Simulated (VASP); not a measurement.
# SiO2 (P4_32_12) in VASP: a series of runs

SiO2 is run at these levels: PBEsol; tasks: single point.

Program: VASP 6.6.1. These are calculated values, not measurements. Logs are shortened: lines on timing, memory, paths and dates and some standing lists are left out, and cuts for length are marked.

## 1. The cell of the first run

The structure is tetragonal, space group P4_32_12 (No. 96). The conventional cell has a = 4.952 Å, b = 4.952 Å, c = 6.977 Å, α = 90.00°, β = 90.00°, γ = 90.00°. Within 2.2 Å of Si (site symmetry 2) lie 4 O at 1.62 Å. O (site symmetry 1) has 2 Si at 1.62 Å within 2.2 Å.

## 2. Single point, PBEsol

Input file INCAR:

```
SYSTEM = SiO2
  PREC = Accurate
  ENCUT = 520
  EDIFF = 1E-7
  ISMEAR = 0
  SIGMA = 0.02
  LREAL = .False.
  LASPH = .True.
  NELM = 80
  ALGO = Normal
  ISIF = 2
  LWAVE = .False.
  LCHARG = .True.
  GGA = PS
  LELF = .True.
  LVHAR = .True.
  NBANDS = 44
```

Input file KPOINTS:

```
regular mesh
0
Gamma
  6 6 4
  0 0 0
```

Input file POSCAR:

```
SiO2
1.0
    4.9523647430      0.0000000000      0.0000000000
    0.0000000000      4.9523647430      0.0000000000
    0.0000000000      0.0000000000      6.9768429373
Si O
4 8
Direct
    0.1961481169      0.1961481169      0.0000000000
    0.3038518831      0.6961481169      0.7500000000
    0.6961481169      0.3038518831      0.2500000000
    0.8038518831      0.8038518831      0.5000000000
    0.6141995388      0.7373994315      0.6831483969
    0.3858004612      0.2626005685      0.1831483969
    0.7373994315      0.6141995388      0.3168516031
    0.2373994315      0.8858004612      0.9331483969
    0.2626005685      0.3858004612      0.8168516031
    0.1141995388      0.7626005685      0.5668516031
    0.8858004612      0.2373994315      0.0668516031
    0.7626005685      0.1141995388      0.4331483969
```

Potentials or basis: VASP PAW PBE potentials, release 64 (Si, O).

Started as:

```sh
$ cat potpaw_PBE.64/Si/POTCAR potpaw_PBE.64/O/POTCAR > POTCAR
$ mpirun -np 1 vasp_std > vasp.out
```

OUTCAR:

```text
SYSTEM = SiO2
   PREC = Accurate
   ENCUT = 520
   EDIFF = 1E-7
   ISMEAR = 0
   LREAL = .False.
   LASPH = .True.
   NELM = 80
   ISIF = 2
   GGA = PS

 ion  position               nearest neighbor table
   1  0.196  0.196  0.000-   8 1.62  11 1.62   9 1.62   6 1.62   2 3.08   3 3.08   2 3.08   3 3.08

   2  0.304  0.696  0.750-   5 1.62   9 1.62   8 1.62  10 1.62   1 3.08   4 3.08   1 3.08   4 3.08

   3  0.696  0.304  0.250-   6 1.62   7 1.62  11 1.62  12 1.62   1 3.08   4 3.08   4 3.08   1 3.08

   4  0.804  0.804  0.500-  10 1.62  12 1.62   5 1.62   7 1.62   2 3.08   3 3.08   3 3.08   2 3.08

   5  0.614  0.737  0.683-   2 1.62   4 1.62
   6  0.386  0.263  0.183-   3 1.62   1 1.62
   7  0.737  0.614  0.317-   3 1.62   4 1.62
   8  0.237  0.886  0.933-   1 1.62   2 1.62
   9  0.263  0.386  0.817-   2 1.62   1 1.62
  10  0.114  0.763  0.567-   4 1.62   2 1.62
  11  0.886  0.237  0.067-   1 1.62   3 1.62
  12  0.763  0.114  0.433-   4 1.62   3 1.62

  LATTYP: Found a simple tetragonal cell.
 ALAT       =     4.9523647430
 C/A-ratio  =     1.4087902041

  Lattice vectors:

 A1 = (   4.9523647430,   0.0000000000,   0.0000000000)
 A2 = (   0.0000000000,   4.9523647430,   0.0000000000)
 A3 = (   0.0000000000,   0.0000000000,   6.9768429373)

Analysis of symmetry for initial positions (statically):
=====================================================================
 Subroutine PRICEL returns:
 Original cell was already a primitive cell.

 Routine SETGRP: Setting up the symmetry group for a
 simple tetragonal supercell.

 Subroutine GETGRP returns: Found  8 space group operations
 (whereof  2 operations were pure point group operations)
 out of a pool of 16 trial point group operations.

The static configuration has the point symmetry C_2 .
 The point group associated with its full space group is D_4 .

Analysis of symmetry for dynamics (positions and initial velocities):
=====================================================================
 Subroutine PRICEL returns:
 Original cell was already a primitive cell.

 Routine SETGRP: Setting up the symmetry group for a
 simple tetragonal supercell.

 Subroutine GETGRP returns: Found  8 space group operations
 (whereof  2 operations were pure point group operations)
 out of a pool of 16 trial point group operations.

The dynamic configuration has the point symmetry C_2 .
 The point group associated with its full space group is D_4 .

 Subroutine INISYM returns: Found  8 space group operations
 (whereof  2 operations are pure point group operations),
 and found     1 'primitive' translations

----------------------------------------------------------------------------------------

                                     Primitive cell

  volume of cell :     171.1135

  direct lattice vectors                    reciprocal lattice vectors
     4.952364743  0.000000000  0.000000000     0.201923738  0.000000000  0.000000000
     0.000000000  4.952364743  0.000000000     0.000000000  0.201923738  0.000000000
     0.000000000  0.000000000  6.976842937     0.000000000  0.000000000  0.143331305

  length of vectors
     4.952364743  4.952364743  6.976842937     0.201923738  0.201923738  0.143331305

  position of ions in fractional coordinates (direct lattice)
     0.196148117  0.196148117  0.000000000
     0.303851883  0.696148117  0.750000000
     0.696148117  0.303851883  0.250000000
     0.803851883  0.803851883  0.500000000
     0.614199539  0.737399432  0.683148397
     0.385800461  0.262600568  0.183148397
     0.737399432  0.614199539  0.316851603
     0.237399432  0.885800461  0.933148397
     0.262600568  0.385800461  0.816851603
     0.114199539  0.762600568  0.566851603
     0.885800461  0.237399432  0.066851603
     0.762600568  0.114199539  0.433148397

  ion indices of the primitive-cell ions
   primitive index   ion index
                 1           1
                 2           2
                 3           3
                 4           4
                 5           5
                 6           6
                 7           7
                 8           8
                 9           9
                10          10
                11          11
                12          12

----------------------------------------------------------------------------------------

 KPOINTS: regular mesh

Automatic generation of k-mesh.
 Grid dimensions read from file:
 generate k-points for:    6    6    4

 Generating k-lattice:

  Cartesian coordinates                     Fractional coordinates (reciprocal lattice)
     0.033653956  0.000000000  0.000000000     0.166666667  0.000000000  0.000000000
     0.000000000  0.033653956  0.000000000     0.000000000  0.166666667  0.000000000
     0.000000000  0.000000000  0.035832826     0.000000000  0.000000000  0.250000000

  Length of vectors
     0.033653956  0.033653956  0.035832826

  Shift w.r.t. Gamma in fractional coordinates (k-lattice)
[... 36 lines left out ...]
   NELM   =     80;   NELMIN=  2; NELMDL= -5     # of ELM steps
   EDIFF  = 0.1E-06   stopping-criterion for ELM
   LREAL  =      F    real-space projection
   EDIFFG = 0.1E-05   stopping-criterion for IOM
   NSW    =      0    number of steps for IOM
   IBRION =     -1    ionic relax: 0-MD 1-quasi-New 2-CG
   NFREE  =      0    steps in history (QN), initial steepest desc. (CG)
   ISIF   =      2    stress and relaxation
   ISYM   =      2    0-nonsym 1-usesym 2-fastsym
   POTIM  = 0.5000    time-step for ionic-motion
   TEBEG  =    0.0;   TEEND  =   0.0 temperature during run
   PSTRESS=    0.0 pullay stress
   NELECT =      64.0000    total number of electrons
   NUPDOWN=      -1.0000    fix difference up-down
   EMIN   =  10.00;   EMAX   =-10.00  energy-range for DOS
   EFERMI =   0.00;   METHOD = LEGACY
   ISMEAR =     0;   SIGMA  =   0.02  broadening in eV -4-tet -1-fermi 0-gaus
   EFERMI_NEDOS =   21; number of points for ismear=-14 and -15
   IALGO  =     38    algorithm
   IMIX   =      4    mixing-type and parameters
     AMIX     =   0.40;   BMIX     =  1.00
     AMIX_MAG =   1.60;   BMIX_MAG =  1.00
  volume/ion in A,a.u.               =      14.26        96.23
  Fermi-wavevector in a.u.,A,eV,Ry     =   1.179524  2.228977 18.929469  1.391277
  Thomas-Fermi vector in A             =   2.315833
   LORBIT       =      0    0 simple, 1 ext, 2 COOP (PROOUT), +10 PAW based schemes
   GGA     = PS    functional components
   LHFCALC =     F    Hartree Fock is set to
   AEXX    =    0.0000 exact exchange contribution
   IVDW    =     0    specifies the selected vdW correction
   LEPSILON=     F    determine dielectric tensor
   LRPA    =     F    only Hartree local field effects (RPA)
 non-spin polarized calculation
 Gauss-broadening in eV      SIGMA  =   0.02
  energy-cutoff  :      520.00
  volume of cell :      171.11
 maximum number of plane-waves:      4636
 NGX is ok and might be reduce to    40
   NGX = 19   NGY = 19   NGZ = 25

 number of electron      63.9999976 magnetization

 Free energy of the ion-electron system (eV)
  ---------------------------------------------------
  ext. energy  EPLUGINS =         0.00000000
  ---------------------------------------------------
  free energy    TOTEN  =       -98.66828858 eV

  energy without entropy =      -98.66828858  energy(sigma->0) =      -98.66828858

 E-fermi :   0.2028     XC(G=0):  -8.6317

 val. band max:        0.0704448904   @ k =   0.0000   0.0000   0.0000
 cond. band min:       5.6966047520   @ k =   0.0000   0.0000   0.0000
 fundamental gap:      5.6261598616
 Fermi energy:         0.2027723104

 k-point     1 :       0.0000    0.0000    0.0000
  band No.  band energies     occupation
      1     -19.2678      2.00000
      2     -18.3678      2.00000
      3     -18.3678      2.00000
      4     -17.2147      2.00000
      5     -17.1219      2.00000
      6     -17.1215      2.00000
[... 36 lines left out ...]
     43      11.3618      0.00000
     44      11.6972      0.00000
[... 1040 lines left out ...]
      4     -17.8252      2.00000
      5     -17.2014      2.00000
      6     -17.2014      2.00000
[... 36 lines left out ...]
     43      11.3832      0.00000
     44      11.3843      0.00000

 [... further k-points ...]

------------------------ aborting loop because EDIFF is reached ----------------------------------------

  FORCE on cell =-STRESS in cart. coord.  units (eV):
  Direction    XX          YY          ZZ          XY          YZ          ZX
  --------------------------------------------------------------------------------------
  -------------------------------------------------------------------------------------
  Total        1.4998336      1.4998336      0.5330950      0.0000000      0.0000000      0.0000000
  in kB       14.0433096     14.0433096      4.9914987      0.0000000      0.0000000      0.0000000
  external PRESSURE =      11.0260393 kB  Pullay stress =       0.0000000 kB

 VOLUME and BASIS-vectors are now :
 -----------------------------------------------------------------------------
  energy-cutoff  :      520.00
  volume of cell :      171.11
      direct lattice vectors                 reciprocal lattice vectors
     4.952364743  0.000000000  0.000000000     0.201923738  0.000000000  0.000000000
     0.000000000  4.952364743  0.000000000     0.000000000  0.201923738  0.000000000
     0.000000000  0.000000000  6.976842937     0.000000000  0.000000000  0.143331305

 POSITION                                       TOTAL-FORCE (eV/Angst)
 -----------------------------------------------------------------------------------
      0.97140      0.97140      0.00000        -0.018268     -0.018268      0.000000
      1.50479      3.44758      5.23263         0.018268     -0.018268      0.000000
      3.44758      1.50479      1.74421        -0.018268      0.018268      0.000000
      3.98097      3.98097      3.48842         0.018268      0.018268      0.000000
      3.04174      3.65187      4.76622         0.017464     -0.002011      0.016082
      1.91062      1.30049      1.27780        -0.017464      0.002011      0.016082
      3.65187      3.04174      2.21062        -0.002011      0.017464     -0.016082
      1.17569      4.38681      6.51043        -0.002011     -0.017464      0.016082
      1.30049      1.91062      5.69905         0.002011     -0.017464     -0.016082
      0.56556      3.77668      3.95483         0.017464      0.002011     -0.016082
      4.38681      1.17569      0.46641        -0.017464     -0.002011     -0.016082
      3.77668      0.56556      3.02201         0.002011      0.017464      0.016082
 -----------------------------------------------------------------------------------
    total drift:                                0.000000     -0.000000      0.000000

  FREE ENERGIE OF THE ION-ELECTRON SYSTEM (eV)
  ---------------------------------------------------
  free  energy   TOTEN  =       -98.6682885815 eV

  energy  without entropy=      -98.6682885815  energy(sigma->0) =      -98.66828858
```

Run time: 7.3 min. Hardware: 1 thread of Intel Xeon Platinum 8259CL at 2.50GHz (Skylake/Cascade Lake), shared host; peak memory 0.35 GiB.

What came out:

```
Free energy            : -98.6683 eV
Pressure               : 1.1 GPa
Largest force          : 0.026 eV/Å
Band gap on the k mesh : 5.63 eV
```

Forces on the atoms (eV/Å):
```
Si  -0.018 -0.018  0.000
Si   0.018 -0.018  0.000
Si  -0.018  0.018  0.000
Si   0.018  0.018  0.000
O    0.017 -0.002  0.016
O   -0.017  0.002  0.016
O   -0.002  0.017 -0.016
O   -0.002 -0.017  0.016
O    0.002 -0.017 -0.016
O    0.017  0.002 -0.016
O   -0.017 -0.002 -0.016
O    0.002  0.017  0.016
```

Stress tensor (GPa, compression positive):
```
1.40 0.00 0.00
0.00 1.40 0.00
0.00 0.00 0.50
```

Caveat: the PAW data sets were made with another functional, which shifts forces and pressure a little.

[end of part 1 of 2]
